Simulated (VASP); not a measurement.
Set up this calculation in VASP 6.6.1, as the native input.

- Task: single point
- Functional: PBE
- Potentials or basis: VASP PAW PBE potentials, release 64 (Co, Si)
- Cutoff: 520 eV
- k mesh: 18 × 18 × 18
- Occupations: gaussian, width 0.15 eV
- Spin: no spin polarisation
- Dipole correction: no
- Further INCAR settings: ALGO = Normal; EDIFF = 1e-06; NBANDS = 16

The structure of CoSi2 lies in POSCAR:

```
CoSi2
1.0
    0.0000000000      2.5219192086      3.0263030503
    2.5219192086      0.0000000000      3.0263030503
    2.5219192086      2.5219192086      0.0000000000
Co Si
1 2
Direct
    0.0000000000      0.0000000000      0.0000000000
    0.2500000000      0.2500000000      0.2500000000
    0.7500000000      0.7500000000      0.7500000000
```

This cell differs from its parent crystal: ratio of the length along z to the lengths across it x 1.2, volume and fractional coordinates fixed.

These files were run (other wordings do the same):

INCAR

```
SYSTEM = CoSi2
ALGO = Normal ; EDIFF = 1E-6
ENCUT = 520 ; GGA = PE
ISIF = 2 ; ISMEAR = 0
LASPH = .TRUE. ; LCHARG = .FALSE.
LREAL = .FALSE. ; LWAVE = .FALSE.
NBANDS = 16 ; NELM = 80
PREC = Accurate ; SIGMA = 0.15
```

KPOINTS

```
k-points
0
G
  18 18 18
  0 0 0
```

Potentials or basis: VASP PAW PBE potentials, release 64 (Co, Si).

The run is started by

```console
$ cat potpaw_PBE.64/Co/POTCAR potpaw_PBE.64/Si/POTCAR > POTCAR
$ mpirun -np 1 vasp_std > vasp.out
```

Results of the run:

```yaml
Pressure: 1.5 GPa
Band_gap_on_the_k_mesh: zero (an odd number of electrons rules out a gap without spin polarisation)
```

Caveat: the run has no spin polarisation, though such a crystal can be magnetic.

Run time: 6.5 min on 1 thread of Intel(R) Xeon(R) Platinum 8375C CPU @ 2.90GHz (Ice Lake) (shared host), peak memory 0.4 GiB.
